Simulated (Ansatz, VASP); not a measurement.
## AlN: VASP beside Ansatz

File INCAR:

```
PREC = Accurate ; ENCUT = 520
EDIFF = 1E-6 ; ISMEAR = 0
SIGMA = 0.05 ; LREAL = False
LASPH = True ; NELM = 60
ALGO = Normal ; ISIF = 2
LWAVE = False ; LCHARG = False
GGA = PS ; NBANDS = 26
```

The input KPOINTS:

```
regular mesh
0
Gamma
  6 6 6
```

POSCAR

```
AlN
1.0
    4.3771405283      0.0000000000      0.0000000000
    0.0000000000     -4.3771405283      0.0000000000
    0.0000000000      0.0000000000     -4.3771405283
Al N
4 4
Direct
   -0.0407094330      0.1151436644     -0.0407094330
    0.5000000000      0.5000000000      0.0000000000
    0.5000000000      0.0000000000      0.5000000000
    0.0000000000      0.5000000000      0.5000000000
    0.7500000000      0.7500000000      0.7500000000
    0.2500000000      0.2500000000      0.7500000000
    0.2500000000      0.7500000000      0.2500000000
    0.7500000000      0.2500000000      0.2500000000
```

Input for Ansatz:

```yaml
crystal:
  lattice:
    - [4.3771405283, 0.0, 0.0]
    - [0.0, -4.3771405283, 0.0]
    - [0.0, 0.0, -4.3771405283]
  atoms:
    - { symbol: Al, position: [-0.040709433, 0.1151436644, -0.040709433] }
    - { symbol: Al, position: [0.5, 0.5, 0.0] }
    - { symbol: Al, position: [0.5, 0.0, 0.5] }
    - { symbol: Al, position: [0.0, 0.5, 0.5] }
    - { symbol: "N", position: [0.75, 0.75, 0.75] }
    - { symbol: "N", position: [0.25, 0.25, 0.75] }
    - { symbol: "N", position: [0.25, 0.75, 0.25] }
    - { symbol: "N", position: [0.75, 0.25, 0.25] }
basis:
  ecutwfc: 420
kpoints:
  mp_grid: { grid: [6, 6, 6] }
hamiltonian:
  xc: pbesol
  pseudopotentials: { kind: paw, azcp: { folder: soft_1 } }
scf:
  occupations: { method: gaussian, width: 0.05 }
output:
  forces: true
  stress: true
  eigenvalues: true
```

Alike in both runs: task single point; functional PBEsol; k mesh 6 × 6 × 6; occupations gaussian, width 0.05 eV; no spin polarisation.

|  | VASP | Ansatz |
| --- | --- | --- |
| version | VASP 6.6.1 | Ansatz 0.2.0 |
| potentials or method | VASP PAW PBE potentials, release 64 (Al, N), cutoff 520 eV | scalar-relativistic, plane waves, PAW |
| valence electrons in the cell | 32 | 32 |

```tsv
	VASP	Ansatz	Ansatz less VASP
gap on the k mesh at the Fermi level (eV)	0.19	0.19	+0.007
least direct gap on the mesh (eV)	0.28	0.29	+0.007
pressure (GPa)	7.7	7.5	-0.15
traceless stress, the component that is largest in VASP (GPa)	-9.63	-9.54	+0.088
rms of the force components (eV/Å)	2.175	2.155	-0.0193
```

VASP's potentials were made for PBE, not for PBEsol, and Ansatz warns of the same on its side. Atom by atom the forces differ by 0.026 eV/Å (rms over components).
